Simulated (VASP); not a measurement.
Wanted: the native input for a VASP 6.6.1 run.

* Task: relaxation of cell and atoms
* Functional: PBE
* Potentials or basis: VASP PAW PBE potentials, release 64 (Be, Te)
* Cutoff: 600 eV
* k mesh: 4 × 4 × 4
* Occupations: gaussian, width 0.1 eV
* Spin: no spin polarisation
* Dipole correction: no
* Further INCAR settings: ALGO = Normal; EDIFF = 1e-07; IBRION = 2; EDIFFG = -0.04; NSW = 90; ISIF = 3

The structure of BeTe lies in POSCAR:

```
BeTe
1.0
   -3.7606199500      3.7606199500      3.7606199500
    3.7606199500     -3.7606199500      3.7606199500
    3.7606199500      3.7606199500     -3.7606199500
Be Te
6 6
Direct
    0.1250000000      0.7500000000      0.8750000000
    0.6250000000      0.3750000000      0.2500000000
    0.7500000000      0.8750000000      0.1250000000
    0.8750000000      0.1250000000      0.7500000000
    0.3750000000      0.2500000000      0.6250000000
    0.2500000000      0.6250000000      0.3750000000
    0.7500000000      0.3750000000      0.6250000000
    0.1250000000      0.8750000000      0.2500000000
    0.2500000000      0.1250000000      0.8750000000
    0.3750000000      0.6250000000      0.7500000000
    0.8750000000      0.2500000000      0.1250000000
    0.6250000000      0.7500000000      0.3750000000
```

The cell was generated, and may not be a known phase.

These files were run (other wordings do the same):

INCAR

```
SYSTEM = BeTe
  PREC = Accurate
  ENCUT = 600
  EDIFF = 1E-7
  ISMEAR = 0
  SIGMA = 0.1
  LREAL = .False.
  LASPH = .True.
  NELM = 60
  ALGO = Normal
  ISIF = 3
  LWAVE = .False.
  LCHARG = .False.
  GGA = PE
  IBRION = 2
  NSW = 90
  EDIFFG = -0.04
```

KPOINTS

```
Automatic mesh
0
Gamma
  4 4 4
  0 0 0
```

Potentials or basis: VASP PAW PBE potentials, release 64 (Be, Te).

The run is started by

```sh
$ cat potpaw_PBE.64/Be/POTCAR potpaw_PBE.64/Te/POTCAR > POTCAR
$ mpirun -np 1 vasp_std > vasp.out
```

It gave:

```json
{"Relaxed volume": "22.35 Å³/atom", "Relaxed cell": "a = 7.037 Å, b = 7.037 Å, c = 7.037 Å, α = 109.47°, β = 109.47°, γ = 109.47°", "Space group after relaxing (to 0.1 Å)": "I-43d (No. 220)", "Energy gained by relaxing": "255.1 meV/atom", "Ionic steps": "3", "Pressure after relaxing": "0.2 GPa", "Band gap on the k mesh": "1.69 eV"}
```

Caveat: the volume moved by over 15 % at a fixed basis, so the end points are rough; spin-orbit coupling is left out, which moves the levels of the heavy elements.

It took 11 min on 1 thread of Intel Xeon 8259CL, on a shared host, peak memory 0.44 GiB.
